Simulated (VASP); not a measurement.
# MoS2 in VASP: notebook

MoS2 is run at these levels: PBEsol; tasks: single point.

All numbers are computed with VASP 6.6.1; they aren't measurements. Logs are shortened: lines on timing, memory, paths and dates and some standing lists are left out, and cuts for length are marked.

**1. The cell of the first run**

The cell holds a slab with vacuum, 15 atoms: a = 3.141 Å, b = 3.141 Å, c = 43.276 Å, α = 90.00°, β = 90.00°, γ = 120.00°.

**2. Single point, PBEsol**

INCAR reads:

```
PREC     = Accurate       # precision mode
ENCUT    = 520            # plane-wave cutoff, eV
EDIFF    = 1E-7           # SCF threshold, eV
ISMEAR   = 0              # smearing method
SIGMA    = 0.05           # smearing width, eV
LREAL    = Auto         
LASPH    = T              # aspherical terms in the spheres
NELM     = 100            # most SCF steps
ALGO     = Normal         # electronic algorithm
ISIF     = 2              # what is computed and relaxed
LWAVE    = F              # write WAVECAR
LCHARG   = F              # write CHGCAR
LDIPOL   = T            
IDIPOL   = 3            
DIPOL    = 0.5 0.5 0.500
GGA      = PS             # functional
NBANDS   = 78             # bands
```

KPOINTS reads:

```
Automatic mesh
0
Gamma
  9 9 1
```

POSCAR reads:

```
MoS2
1.0
    3.1414322221      0.0000000000      0.0000000000
   -1.5707161110      2.7205601086      0.0000000000
    0.0000000000      0.0000000000     43.2758314468
S Mo
10 5
Direct
    0.3333333333      0.6666666667      0.1733068955
    0.3333333333      0.6666666667      0.2453608015
    0.6666666667      0.3333333333      0.3186399713
    0.6666666667      0.3333333333      0.3906938773
    0.3333333333      0.6666666667      0.4639730470
    0.3333333333      0.6666666667      0.5360269530
    0.6666666667      0.3333333333      0.6093061227
    0.6666666667      0.3333333333      0.6813600287
    0.3333333333      0.6666666667      0.7546391985
    0.3333333333      0.6666666667      0.8266931045
    0.6666666667      0.3333333333      0.2093338485
    0.3333333333      0.6666666667      0.3546669243
    0.6666666667      0.3333333333      0.5000000000
    0.3333333333      0.6666666667      0.6453330757
    0.6666666667      0.3333333333      0.7906661515
```

Potentials or basis: VASP PAW PBE potentials, release 64 (S, Mo_sv).

Started as:

```bash
cat potpaw_PBE.64/S/POTCAR potpaw_PBE.64/Mo_sv/POTCAR > POTCAR
mpirun -np 1 vasp_std > vasp.out
```

OUTCAR:

```text
PREC = Accurate
   ENCUT = 520
   EDIFF = 1E-7
   ISMEAR = 0
   LREAL = Auto
   LASPH = T
   NELM = 100
   ISIF = 2
   GGA = PS

 ion  position               nearest neighbor table
   1  0.333  0.667  0.173-  11 2.39  11 2.39  11 2.39
   2  0.333  0.667  0.245-  11 2.39  11 2.39  11 2.39
   3  0.667  0.333  0.319-  12 2.39  12 2.39  12 2.39
   4  0.667  0.333  0.391-  12 2.39  12 2.39  12 2.39
   5  0.333  0.667  0.464-  13 2.39  13 2.39  13 2.39
   6  0.333  0.667  0.536-  13 2.39  13 2.39  13 2.39
   7  0.667  0.333  0.609-  14 2.39  14 2.39  14 2.39
   8  0.667  0.333  0.681-  14 2.39  14 2.39  14 2.39
   9  0.333  0.667  0.755-  15 2.39  15 2.39  15 2.39
  10  0.333  0.667  0.827-  15 2.39  15 2.39  15 2.39
  11  0.667  0.333  0.209-   2 2.39   1 2.39   2 2.39   1 2.39   2 2.39   1 2.39
  12  0.333  0.667  0.355-   3 2.39   4 2.39   3 2.39   4 2.39   3 2.39   4 2.39
  13  0.667  0.333  0.500-   5 2.39   6 2.39   5 2.39   6 2.39   5 2.39   6 2.39
  14  0.333  0.667  0.645-   8 2.39   7 2.39   8 2.39   7 2.39   8 2.39   7 2.39
  15  0.667  0.333  0.791-   9 2.39  10 2.39   9 2.39  10 2.39   9 2.39  10 2.39

  LATTYP: Found a hexagonal cell.
 ALAT       =     3.1414322221
 C/A-ratio  =    13.7758284716

  Lattice vectors:

 A1 = (   3.1414322221,   0.0000000000,   0.0000000000)
 A2 = (  -1.5707161110,   2.7205601086,   0.0000000000)
 A3 = (   0.0000000000,   0.0000000000,  43.2758314468)

Analysis of symmetry for initial positions (statically):
=====================================================================
 Subroutine PRICEL returns:
 Original cell was already a primitive cell.

 Routine SETGRP: Setting up the symmetry group for a
 hexagonal supercell.

 Subroutine GETGRP returns: Found 12 space group operations
 (whereof 12 operations were pure point group operations)
 out of a pool of 24 trial point group operations.

The static configuration has the point symmetry D_3h.

Analysis of symmetry for dynamics (positions and initial velocities):
=====================================================================
 Subroutine PRICEL returns:
 Original cell was already a primitive cell.

 Routine SETGRP: Setting up the symmetry group for a
 hexagonal supercell.

[... 133 lines left out ...]
   EFERMI_NEDOS =   21; number of points for ismear=-14 and -15
   IALGO  =     38    algorithm
   IMIX   =      4    mixing-type and parameters
     AMIX     =   0.40;   BMIX     =  1.00
     AMIX_MAG =   1.60;   BMIX_MAG =  1.00
  volume/ion in A,a.u.               =      24.66       166.39
  Fermi-wavevector in a.u.,A,eV,Ry     =   1.155346  2.183288 18.161394  1.334825
  Thomas-Fermi vector in A             =   2.291975
   LORBIT       =      0    0 simple, 1 ext, 2 COOP (PROOUT), +10 PAW based schemes
   GGA     = PS    functional components
   LHFCALC =     F    Hartree Fock is set to
   AEXX    =    0.0000 exact exchange contribution
   IVDW    =     0    specifies the selected vdW correction
   LEPSILON=     F    determine dielectric tensor
   LRPA    =     F    only Hartree local field effects (RPA)
 non-spin polarized calculation
 Gauss-broadening in eV      SIGMA  =   0.05
  energy-cutoff  :      520.00
  volume of cell :      369.85
 maximum number of plane-waves:     10002
 NGX is ok and might be reduce to    24
   NGX = 11   NGY = 11   NGZ =161

 number of electron     130.0000001 magnetization

 dipolmoment           0.000000      0.000000      0.000000 electrons x Angstroem

 Free energy of the ion-electron system (eV)
  ---------------------------------------------------
  ext. energy  EPLUGINS =         0.00000000
  ---------------------------------------------------
  free energy    TOTEN  =      -117.24131607 eV

  energy without entropy =     -117.24131607  energy(sigma->0) =     -117.24131607

 E-fermi :   4.0440     XC(G=0):  -8.1412

 val. band max:        3.7726752854   @ k =   0.0000   0.0000   0.0000
 cond. band min:       4.9325765248   @ k =   0.2222   0.1111   0.0000
 fundamental gap:      1.1599012395
 Fermi energy:         4.0439807544

 k-point     1 :       0.0000    0.0000    0.0000
  band No.  band energies     occupation
      1     -57.4700      2.00000
      2     -57.4700      2.00000
      3     -57.4700      2.00000
      4     -57.4688      2.00000
      5     -57.4688      2.00000
      6     -31.6815      2.00000
[... 949 lines left out ...]
     76       6.8860      0.00000
     77       6.8922      0.00000
 [bands above 77 left out]

------------------------ aborting loop because EDIFF is reached ----------------------------------------

 vacuum level on the upper side and lower side of the slab       (xc-potential included)        -0.094        -0.094

  FORCE on cell =-STRESS in cart. coord.  units (eV):
  Direction    XX          YY          ZZ          XY          YZ          ZX
  --------------------------------------------------------------------------------------
  -------------------------------------------------------------------------------------
  Total       -0.0597182     -0.0597182     -0.1435303     -0.0000000      0.0000000      0.0000000
  in kB       -0.2586938     -0.2586938     -0.6217599     -0.0000000      0.0000000      0.0000000
  external PRESSURE =      -0.3797159 kB  Pullay stress =       0.0000000 kB

 VOLUME and BASIS-vectors are now :
 -----------------------------------------------------------------------------
  energy-cutoff  :      520.00
  volume of cell :      369.85
      direct lattice vectors                 reciprocal lattice vectors
     3.141432222  0.000000000  0.000000000     0.318326142  0.183785684  0.000000000
    -1.570716111  2.720560109  0.000000000     0.000000000  0.367571368  0.000000000
     0.000000000  0.000000000 43.275831447     0.000000000  0.000000000  0.023107586

 POSITION                                       TOTAL-FORCE (eV/Angst)
 -----------------------------------------------------------------------------------
     -0.00000      1.81371      7.50000        -0.000000      0.000000      0.017152
     -0.00000      1.81371     10.61819        -0.000000      0.000000      0.002215
      1.57072      0.90685     13.78941        -0.000000      0.000000     -0.001630
      1.57072      0.90685     16.90760        -0.000000      0.000000     -0.000331
     -0.00000      1.81371     20.07882        -0.000000      0.000000      0.004797
     -0.00000      1.81371     23.19701        -0.000000      0.000000     -0.004797
      1.57072      0.90685     26.36823        -0.000000      0.000000      0.000331
      1.57072      0.90685     29.48642        -0.000000      0.000000      0.001630
     -0.00000      1.81371     32.65764        -0.000000      0.000000     -0.002215
     -0.00000      1.81371     35.77583        -0.000000     -0.000000     -0.017152
      1.57072      0.90685      9.05910         0.000000     -0.000000     -0.023510
     -0.00000      1.81371     15.34851         0.000000     -0.000000      0.001557
      1.57072      0.90685     21.63792         0.000000      0.000000      0.000000
     -0.00000      1.81371     27.92733         0.000000      0.000000     -0.001557
      1.57072      0.90685     34.21674         0.000000     -0.000000      0.023510
 -----------------------------------------------------------------------------------
    total drift:                               -0.000000      0.000000      0.000000

  FREE ENERGIE OF THE ION-ELECTRON SYSTEM (eV)
  ---------------------------------------------------
  free  energy   TOTEN  =      -117.2413160707 eV

  energy  without entropy=     -117.2413160707  energy(sigma->0) =     -117.24131607

 vacuum level on the upper side and lower side of the slab         9.088         9.088
```

OSZICAR:

```text
N       E                     dE             d eps       ncg     rms          rms(c)
DAV:   1     0.119583645679E+04    0.11958E+04   -0.71717E+04  2208   0.152E+03
DAV:   2    -0.368403418240E+02   -0.12327E+04   -0.11988E+04  2214   0.385E+02
DAV:   3    -0.121075385903E+03   -0.84235E+02   -0.82918E+02  2352   0.876E+01
[... 21 lines left out ...]
DAV:  25    -0.117241313937E+03   -0.46498E-05   -0.16895E-07  1496   0.573E-04    0.521E-04
DAV:  26    -0.117241315318E+03   -0.13805E-05   -0.37673E-08  1346   0.287E-04    0.291E-04
DAV:  27    -0.117241315651E+03   -0.33319E-06   -0.98798E-09  1256   0.159E-04    0.177E-04
DAV:  28    -0.117241315993E+03   -0.34180E-06   -0.14445E-08  1304   0.164E-04    0.415E-05
DAV:  29    -0.117241316071E+03   -0.77836E-07   -0.23318E-09  1224   0.827E-05
   1 F= -.11724132E+03 E0= -.11724132E+03  d E =-.569015E-16
```

stdout:

```text
POSCAR found type information on POSCAR S Mo
 POSCAR found :  2 types and      15 ions
 scaLAPACK will be used
 -----------------------------------------------------------------------------
|                                                                             |
|                                                                             |
|     You enforced a specific xc type in the INCAR file but a different       |
|     I HOPE YOU KNOW WHAT YOU ARE DOING!                                     |
|                                                                             |
 -----------------------------------------------------------------------------

 LDA part: xc-table for (Slater+PW92), standard interpolation
 POSCAR, INCAR and KPOINTS ok, starting setup
 FFT: planning ... GRIDC
 FFT: planning ... GRID_SOFT
 FFT: planning ... GRID
 WAVECAR not read
 entering main loop
```

Run time: 8.5 min. Hardware: 1 thread of Intel Xeon 6975P-C (Granite Rapids), shared host; peak memory 0.54 GiB.

Results:

- Free energy: -117.2413 eV
- Largest force: 0.024 eV/Å
- Band gap on the k mesh: 1.16 eV (least direct gap 1.75 eV)

Forces in eV/Å, atoms in the order of the input:
```
S    0.000  0.000  0.017
S    0.000  0.000  0.002
S    0.000  0.000 -0.002
S    0.000  0.000  0.000
S    0.000  0.000  0.005
S    0.000  0.000 -0.005
S    0.000  0.000  0.000
S    0.000  0.000  0.002
S    0.000  0.000 -0.002
S    0.000  0.000 -0.017
Mo   0.000  0.000 -0.024
Mo   0.000  0.000  0.002
Mo   0.000  0.000  0.000
Mo   0.000  0.000 -0.002
Mo   0.000  0.000  0.024
```

Levels at points of the mesh, in eV from the valence-band top:
```csv
k point,band 61,band 62,band 63,band 64,band 65,band 66,band 67,band 68,band 69,band 70
"(0.00, 0.00, 0.00)",-0.96,-0.63,-0.33,-0.12,0.00,2.33,2.33,2.34,2.34,2.34
```

Caveat: the PAW data sets were made with another functional, which shifts forces and pressure a little.

**3. Single point, PBEsol**

INCAR reads:

```
ALGO = Normal ; DIPOL = 0.5 0.5 0.500
EDIFF = 1E-7 ; ENCUT = 520
GGA = PS ; IDIPOL = 3
ISIF = 2 ; ISMEAR = 0
LASPH = T ; LCHARG = F
LDIPOL = T ; LREAL = Auto
LWAVE = F ; NBANDS = 78
NELM = 100 ; PREC = Accurate
SIGMA = 0.05
```

KPOINTS reads:

```
k-points
0
Gamma
  9 9 1
```

POSCAR reads:

```
MoS2
1.0
    3.1414322221      0.0000000000      0.0000000000
   -1.5707161110      2.7205601086      0.0000000000
    0.0000000000      0.0000000000     43.2758314468
S Mo
10 5
Direct
    0.3333333333      0.6666666667      0.1733570349
    0.3333333333      0.6666666667      0.2453777674
    0.6666666667      0.3333333333      0.3185987753
    0.6666666667      0.3333333333      0.3906509051
    0.3333333333      0.6666666667      0.4639741982
    0.3333333333      0.6666666667      0.5360258392
    0.6666666667      0.3333333333      0.6093492123
    0.6666666667      0.3333333333      0.6814013353
    0.3333333333      0.6666666667      0.7546221017
    0.3333333333      0.6666666667      0.8266428321
    0.6666666667      0.3333333333      0.2093483111
    0.3333333333      0.6666666667      0.3546248248
    0.6666666667      0.3333333333      0.5000000183
    0.3333333333      0.6666666667      0.6453752888
    0.6666666667      0.3333333333      0.7906515555
```

Potentials or basis: VASP PAW PBE potentials, release 64 (S, Mo_sv).

Started as:

```bash
cat potpaw_PBE.64/S/POTCAR potpaw_PBE.64/Mo_sv/POTCAR > POTCAR
mpirun -np 1 vasp_std > vasp.out
```

Wall time 8.2 min (1 thread of Intel Xeon 6975P-C (Granite Rapids), shared host); peak memory 0.53 GiB.

It converged, with:

* Free energy: -117.2413 eV
* Largest force: 0.011 eV/Å
* Band gap on the k mesh: 1.16 eV (least direct gap 1.75 eV)

Forces in eV/Å, atoms in the order of the input:
```
S    0.000  0.000 -0.011
S    0.000  0.000  0.002
S    0.000  0.000 -0.005
S    0.000  0.000  0.002
S    0.000  0.000  0.004
S    0.000  0.000 -0.004
S    0.000  0.000 -0.002
S    0.000  0.000  0.005
S    0.000  0.000 -0.002
S    0.000  0.000  0.011
Mo   0.000  0.000  0.002
Mo   0.000  0.000  0.001
Mo   0.000  0.000  0.000
Mo   0.000  0.000 -0.001
Mo   0.000  0.000 -0.002
```

Levels at points of the mesh, in eV from the valence-band top:
```
           k point  band 61  band 62  band 63  band 64  band 65  band 66  band 67  band 68  band 69  band 70
(0.00, 0.00, 0.00)    -0.96    -0.63    -0.33    -0.12     0.00     2.33     2.33     2.34     2.34     2.34
```

Caveat: the PAW data sets were made with another functional, which shifts forces and pressure a little.
